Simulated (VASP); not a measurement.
# ZrB2 (P6/mmm) in VASP: further runs, part 2 of 2

VASP 6.6.1. The steps go on from the part before.

**4. Relaxation of cell and atoms, LDA**

The input, INCAR:

```
SYSTEM = ZrB2
ALGO = Normal
EDIFF = 1E-7
EDIFFG = -0.05
ENCUT = 600
IBRION = 2
ISIF = 3
ISMEAR = 0
LASPH = .TRUE.
LCHARG = .FALSE.
LREAL = .FALSE.
LWAVE = .FALSE.
NELM = 80
NSW = 100
PREC = Accurate
SIGMA = 0.1
```

The input, KPOINTS:

```
k-points
0
G
  9 9 6
  0 0 0
```

The input, POSCAR:

```
ZrB2
1.0
    3.1675246600      0.0000000000      0.0000000000
   -1.5837623300      2.7431568200      0.0000000000
    0.0000000000      0.0000000000      3.5523880600
Zr B
1 2
Direct
    0.0000000000      0.0000000000      0.0000000000
    0.3333333300      0.6666666700      0.5000000000
    0.6666666700      0.3333333300      0.5000000000
```

Potentials or basis: VASP PAW LDA potentials, release 64 (Zr_sv, B).

The run is started by

```
cat potpaw_LDA.64/Zr_sv/POTCAR potpaw_LDA.64/B/POTCAR > POTCAR
mpirun -np 1 vasp_std > vasp.out
```

OUTCAR:

```text
SYSTEM = ZrB2
   EDIFF = 1E-7
   EDIFFG = -0.05
   ENCUT = 600
   IBRION = 2
   ISIF = 3
   ISMEAR = 0
   LASPH = .TRUE.
   LREAL = .FALSE.
   NELM = 80
   NSW = 100
   PREC = Accurate

 ion  position               nearest neighbor table
   1  0.000  0.000  0.000-   2 2.55   3 2.55   2 2.55   3 2.55   2 2.55   2 2.55   3 2.55   3 2.55
                             3 2.55   3 2.55   2 2.55   2 2.55
   2  0.333  0.667  0.500-   3 1.83   3 1.83   3 1.83   1 2.55   1 2.55   1 2.55   1 2.55   1 2.55
                             1 2.55
   3  0.667  0.333  0.500-   2 1.83   2 1.83   2 1.83   1 2.55   1 2.55   1 2.55   1 2.55   1 2.55
                             1 2.55

  LATTYP: Found a hexagonal cell.
 ALAT       =     3.1675246600
 C/A-ratio  =     1.1215028899

  Lattice vectors:

 A1 = (   3.1675246600,   0.0000000000,   0.0000000000)
 A2 = (  -1.5837623300,   2.7431568200,   0.0000000000)
 A3 = (   0.0000000000,   0.0000000000,   3.5523880600)

Analysis of symmetry for initial positions (statically):
=====================================================================
 Subroutine PRICEL returns:
 Original cell was already a primitive cell.

 Routine SETGRP: Setting up the symmetry group for a
 hexagonal supercell.

 Subroutine GETGRP returns: Found 24 space group operations
 (whereof 24 operations were pure point group operations)
 out of a pool of 24 trial point group operations.

The static configuration has the point symmetry D_6h.

Analysis of symmetry for dynamics (positions and initial velocities):
=====================================================================
 Subroutine PRICEL returns:
 Original cell was already a primitive cell.

 Routine SETGRP: Setting up the symmetry group for a
 hexagonal supercell.

 Subroutine GETGRP returns: Found 24 space group operations
 (whereof 24 operations were pure point group operations)
 out of a pool of 24 trial point group operations.

The dynamic configuration has the point symmetry D_6h.

 Subroutine INISYM returns: Found 24 space group operations
 (whereof 24 operations are pure point group operations),
 and found     1 'primitive' translations

----------------------------------------------------------------------------------------

                                     Primitive cell

  volume of cell :      30.8668

  direct lattice vectors                    reciprocal lattice vectors
     3.167524660  0.000000000  0.000000000     0.315703935  0.182271752  0.000000000
    -1.583762330  2.743156820  0.000000000     0.000000000  0.364543504  0.000000000
     0.000000000  0.000000000  3.552388060     0.000000000  0.000000000  0.281500777

  length of vectors
     3.167524660  3.167524658  3.552388060     0.364543504  0.364543504  0.281500777

  position of ions in fractional coordinates (direct lattice)
     0.000000000  0.000000000  0.000000000
     0.333333330  0.666666670  0.500000000
     0.666666670  0.333333330  0.500000000

  ion indices of the primitive-cell ions
   primitive index   ion index
                 1           1
                 2           2
                 3           3

----------------------------------------------------------------------------------------

 KPOINTS: k-points

Automatic generation of k-mesh.
[... 55 lines left out ...]
   NGXF,Y,Z  is equivalent  to a cutoff of  29.39, 29.39, 26.21 a.u.
 SYSTEM =  ZrB2
   PREC   = accura    normal or accurate (medium, high low for compatibility)
   ISTART =      0    job   : 0-new  1-cont  2-samecut
   ICHARG =      2    charge: 1-file 2-atom 10-const
   ISPIN  =      1    spin polarized calculation?
   LNONCOLLINEAR =      F non collinear calculations
   LSORBIT =      F    spin-orbit coupling
   LASPH  =      T    aspherical Exc in radial PAW
   ENCUT  =  600.0 eV  44.10 Ry    6.64 a.u.   6.33  6.33  7.10*2*pi/ulx,y,z
   NELM   =     80;   NELMIN=  2; NELMDL= -5     # of ELM steps
   EDIFF  = 0.1E-06   stopping-criterion for ELM
   LREAL  =      F    real-space projection
   EDIFFG = -.5E-01   stopping-criterion for IOM
   NSW    =    100    number of steps for IOM
   IBRION =      2    ionic relax: 0-MD 1-quasi-New 2-CG
   NFREE  =      1    steps in history (QN), initial steepest desc. (CG)
   ISIF   =      3    stress and relaxation
   ISYM   =      2    0-nonsym 1-usesym 2-fastsym
   POTIM  = 0.5000    time-step for ionic-motion
   TEBEG  =    0.0;   TEEND  =   0.0 temperature during run
   PSTRESS=    0.0 pullay stress
   NELECT =      18.0000    total number of electrons
   NUPDOWN=      -1.0000    fix difference up-down
   EMIN   =  10.00;   EMAX   =-10.00  energy-range for DOS
   EFERMI =   0.00;   METHOD = LEGACY
   ISMEAR =     0;   SIGMA  =   0.10  broadening in eV -4-tet -1-fermi 0-gaus
   EFERMI_NEDOS =   21; number of points for ismear=-14 and -15
   IALGO  =     38    algorithm
   IMIX   =      4    mixing-type and parameters
     AMIX     =   0.40;   BMIX     =  1.00
     AMIX_MAG =   1.60;   BMIX_MAG =  1.00
  volume/ion in A,a.u.               =      10.29        69.43
  Fermi-wavevector in a.u.,A,eV,Ry     =   1.367735  2.584645 25.452408  1.870699
  Thomas-Fermi vector in A             =   2.493761
   LORBIT       =      0    0 simple, 1 ext, 2 COOP (PROOUT), +10 PAW based schemes
   GGA     = CA    functional components
   LHFCALC =     F    Hartree Fock is set to
   AEXX    =    0.0000 exact exchange contribution
   IVDW    =     0    specifies the selected vdW correction
   LEPSILON=     F    determine dielectric tensor
   LRPA    =     F    only Hartree local field effects (RPA)
 conjugate gradient relaxation of ions
 non-spin polarized calculation
 Gauss-broadening in eV      SIGMA  =   0.10
  energy-cutoff  :      600.00
  volume of cell :       30.87
 maximum number of plane-waves:      1058
 NGX is ok and might be reduce to    28
   NGX = 13   NGY = 13   NGZ = 15

--------------------------------------- Ionic step        1  -------------------------------------------

 number of electron      18.0000000 magnetization

 Free energy of the ion-electron system (eV)
  ---------------------------------------------------
  ext. energy  EPLUGINS =         0.00000000
  ---------------------------------------------------
  free energy    TOTEN  =       -27.44156733 eV

  energy without entropy =      -27.43931039  energy(sigma->0) =      -27.44043886

------------------------ aborting loop because EDIFF is reached ----------------------------------------

  FORCE on cell =-STRESS in cart. coord.  units (eV):
  Direction    XX          YY          ZZ          XY          YZ          ZX
  --------------------------------------------------------------------------------------
  -------------------------------------------------------------------------------------
  Total       -1.6260337     -1.6260337     -2.0065065      0.0000000      0.0000000     -0.0000000
  in kB      -84.4012904    -84.4012902   -104.1502007      0.0000000      0.0000000     -0.0000000
  external PRESSURE =     -90.9842604 kB  Pullay stress =       0.0000000 kB
[... 135 lines left out ...]
--------------------------------------- Ionic step        5  -------------------------------------------

 number of electron      18.0000000 magnetization

 Free energy of the ion-electron system (eV)
  ---------------------------------------------------
  ext. energy  EPLUGINS =         0.00000000
  ---------------------------------------------------
  free energy    TOTEN  =       -27.47632007 eV

  energy without entropy =      -27.47417351  energy(sigma->0) =      -27.47524679

 E-fermi :  10.8690     XC(G=0): -12.7473

 val. band max:       10.8041181894   @ k =   0.2222   0.2222   0.0000
 cond. band min:      10.9766934353   @ k =   0.3333   0.2222   0.0000
 fundamental gap:      0.1725752459
 Fermi energy:        10.8689687415

 k-point     1 :       0.0000    0.0000    0.0000
  band No.  band energies     occupation
      1     -37.3782      2.00000
      2     -15.7442      2.00000
      3     -15.1249      2.00000
      4     -15.1249      2.00000
      5      -1.8651      2.00000
      6       8.1453      2.00000
      7       8.1453      2.00000
      8       8.1868      2.00000
      9       8.5891      2.00000
     10      14.3837      0.00000
     11      14.3837      0.00000
     12      15.1853      0.00000
     13      15.1853      0.00000
[... 354 lines left out ...]
  band No.  band energies     occupation
      1     -37.2179      2.00000
      2     -15.8557      2.00000
      3     -15.8557      2.00000
      4     -15.6040      2.00000
      5       2.8793      2.00000
      6       2.8793      2.00000
      7       4.2851      2.00000
      8       8.2607      2.00000
      9       8.2607      2.00000
     10      13.4314      0.00000
     11      13.4314      0.00000
     12      14.3173      0.00000
     13      19.0950      0.00000

 [... further k-points ...]
[... 5 lines left out ...]
  --------------------------------------------------------------------------------------
  -------------------------------------------------------------------------------------
  Total        0.0236336      0.0236336      0.0105038      0.0000000      0.0000000      0.0000000
  in kB        1.2747109      1.2747109      0.5665355      0.0000000      0.0000000      0.0000000
  external PRESSURE =       1.0386524 kB  Pullay stress =       0.0000000 kB
[... 18 lines left out ...]
  FREE ENERGIE OF THE ION-ELECTRON SYSTEM (eV)
  ---------------------------------------------------
  free  energy   TOTEN  =       -27.4763200726 eV

  energy  without entropy=      -27.4741735063  energy(sigma->0) =      -27.47524679

 reached required accuracy - stopping structural energy minimisation
```

OSZICAR:

```text
N       E                     dE             d eps       ncg     rms          rms(c)
DAV:   1     0.120726406525E+03    0.12073E+03   -0.10663E+04  1248   0.154E+03
DAV:   2    -0.234942973200E+02   -0.14422E+03   -0.13906E+03  1428   0.355E+02
DAV:   3    -0.301069514395E+02   -0.66127E+01   -0.65629E+01  2044   0.662E+01
[... 46 lines left out ...]
DAV:   2    -0.274766662289E+02    0.89399E-03   -0.20660E-03  1418   0.394E-01    0.115E-01
DAV:   3    -0.274763217951E+02    0.34443E-03   -0.89108E-04  1418   0.265E-01    0.251E-02
DAV:   4    -0.274763203843E+02    0.14108E-05   -0.19182E-05  1361   0.399E-02    0.101E-02
DAV:   5    -0.274763200690E+02    0.31536E-06   -0.80641E-07  1608   0.831E-03    0.289E-03
DAV:   6    -0.274763200726E+02   -0.36082E-08   -0.31465E-08   884   0.186E-03
   5 F= -.27476320E+02 E0= -.27475247E+02  d E =-.627746E-03
```

Run time: 1.7 min. Hardware: 1 thread of AMD EPYC 7R13, shared host; peak memory 0.14 GiB.

Results:

* Free energy: -27.4763 eV
* Relaxed volume: 9.90 Å³/atom
* Relaxed cell: a = 3.136 Å, b = 3.136 Å, c = 3.489 Å, α = 90.00°, β = 90.00°, γ = 120.00°
* Space group after relaxing (to 0.1 Å): P6/mmm (No. 191)
* Energy gained by relaxing: 11.6 meV/atom
* Ionic steps: 5
* Pressure after relaxing: 0.1 GPa
* Band gap on the k mesh: zero (bands 9 and 10 overlap by 0.82 eV)

The path:
```tsv
step	energy change (eV)	largest force (eV/Å)	pressure (GPa)	volume (Å³)
1	0.0000	0.0000	-9.10	30.87
2	0.0226	0.0000	13.73	28.33
3	-0.0341	0.0000	-0.02	29.73
4	-0.0341	0.0000	0.18	29.70
5	-0.0348	0.0000	0.10	29.71
```

Final structure:
```
CELL_PARAMETERS angstrom
3.13559 0.00000 0.00000
-1.56779 2.71550 0.00000
0.00000 0.00000 3.48868
ATOMIC_POSITIONS crystal
Zr 0.00000 0.00000 0.00000
B 0.33333 0.66667 0.50000
B 0.66667 0.33333 0.50000
```

**5. Single point, LDA**

This run uses another cell than the first one, of 9.88 Å³/atom.

The input, INCAR:

```
SYSTEM = ZrB2
ALGO = Normal
EDIFF = 1E-6
ENCUT = 520
GGA = CA
ISIF = 2
ISMEAR = 0
LASPH = .True.
LCHARG = .True.
LELF = .True.
LREAL = .False.
LVHAR = .True.
LWAVE = .False.
NBANDS = 16
NELM = 60
PREC = Accurate
SIGMA = 0.1
```

The input, KPOINTS:

```
k-points
0
Gamma
  15 15 10
  0 0 0
```

The input, POSCAR:

```
ZrB2
1.0
    3.1336193983      0.0000000000      0.0000000000
   -1.5668096991      2.7137940047      0.0000000000
    0.0000000000      0.0000000000      3.4870609564
Zr B
1 2
Direct
    0.0000000000      0.0000000000      0.0000000000
    0.3333333333      0.6666666667      0.5000000000
    0.6666666667      0.3333333333      0.5000000000
```

The run is started by

```
cat potpaw_LDA.64/Zr_sv/POTCAR potpaw_LDA.64/B/POTCAR > POTCAR
mpirun -np 1 vasp_std > vasp.out
```

Wall time 1.8 min (1 thread of AMD EPYC 7R13, shared host); peak memory 0.16 GiB.

Results (log left out):

```yaml
Free_energy: -27.4843 eV
Pressure: 0.5 GPa
Band_gap_on_the_k_mesh: zero (bands 9 and 10 overlap by 0.89 eV)
```

Levels at points of the mesh, in eV from the Fermi level:
```
           k point  band 7  band 8  band 9  band 10  band 11  band 12
(0.00, 0.00, 0.00)   -2.66   -2.63   -2.22     3.58     3.58     4.39
(0.00, 0.00, 0.50)   -0.93   -0.93    0.36     0.36     0.84     0.84
```

**6. Single point, LDA**

This run uses another cell than the first one, of 9.89 Å³/atom.

The input, INCAR:

```
SYSTEM = ZrB2
PREC = Accurate
ENCUT = 520
EDIFF = 1E-7
ISMEAR = -1
SIGMA = 0.15
LREAL = .False.
LASPH = .True.
NELM = 80
ALGO = Normal
ISIF = 2
LWAVE = .False.
LCHARG = .True.
GGA = CA
LELF = .True.
LVHAR = .True.
NBANDS = 16
```

The input, KPOINTS:

```
Automatic mesh
0
Gamma
  16 16 10
  0 0 0
```

The input, POSCAR:

```
ZrB2
1.0
    3.1334871601      0.0000000000      0.0000000000
   -1.5667435800      2.7136794831      0.0000000000
    0.0000000000      0.0000000000      3.4885248181
Zr B
1 2
Direct
    0.0000000000      0.0000000000      0.0000000000
    0.3333333333      0.6666666667      0.5000000000
    0.6666666667      0.3333333333      0.5000000000
```

Potentials or basis: VASP PAW LDA potentials, release 64 (Zr_sv, B).

The run is started by

```
cat potpaw_LDA.64/Zr_sv/POTCAR potpaw_LDA.64/B/POTCAR > POTCAR
mpirun -np 1 vasp_std > vasp.out
```

It took 2.5 min on 1 thread of AMD EPYC 7R13, shared host; peak memory 0.17 GiB.

The run converged. Its results:

* Free energy: -27.4925 eV
* Pressure: 0.5 GPa
* Band gap on the k mesh: zero (bands 9 and 10 overlap by 1.03 eV)

Levels at points of the mesh, in eV from the Fermi level:
```
           k point  band 5  band 6  band 7  band 8  band 9  band 10  band 11  band 12  band 13  band 14
(0.00, 0.00, 0.00)  -12.70   -2.68   -2.68   -2.65   -2.24     3.56     3.56     4.36     4.36     5.25
(0.50, 0.00, 0.00)   -9.00   -8.32   -3.98   -3.05   -2.76     2.34     2.41     5.16     5.27     6.83
(0.00, 0.00, 0.50)  -10.49   -6.98   -0.95   -0.95    0.34     0.34     0.81     0.81     1.92     5.14
(0.50, 0.00, 0.50)   -9.93   -6.88   -4.71   -4.21   -1.83     3.93     4.39     5.57     6.62     6.78
```

**7. The runs side by side**

| task | cell | k mesh | cutoff (eV) | smearing | gap on the mesh (eV) | pressure (GPa) |
| --- | --- | --- | --- | --- | --- | --- |
| single point | a = 3.168, b = 3.168, c = 3.552 Å, angles 90.0, 90.0, 120.0°, 3 atoms | 6 × 6 × 6 | 520 | gaussian 0.1 eV | none | -8.9 |
| single point | a = 3.136, b = 3.136, c = 3.486 Å, angles 90.0, 90.0, 120.0°, 3 atoms | 9 × 9 × 6 | 520 | gaussian 0.1 eV | none | 0.3 |
| relaxation of cell and atoms | relaxed from a = 3.168, b = 3.168, c = 3.552 Å, angles 90.0, 90.0, 120.0°, 3 atoms | 9 × 9 × 6 | 600 | gaussian 0.1 eV | none | 0.1 |
| single point | a = 3.134, b = 3.134, c = 3.487 Å, angles 90.0, 90.0, 120.0°, 3 atoms | 15 × 15 × 10 | 520 | gaussian 0.1 eV | none | 0.5 |
| single point | a = 3.133, b = 3.133, c = 3.489 Å, angles 90.0, 90.0, 120.0°, 3 atoms | 16 × 16 × 10 | 520 | fermi-dirac 0.15 eV | none | 0.5 |

Alike in all rows: level LDA; potentials or basis VASP PAW LDA potentials, release 64 (Zr_sv, B); no spin polarisation.

Caveats: some runs use coarse meshes.

Absolute energies hang on the potentials; compare differences alone.
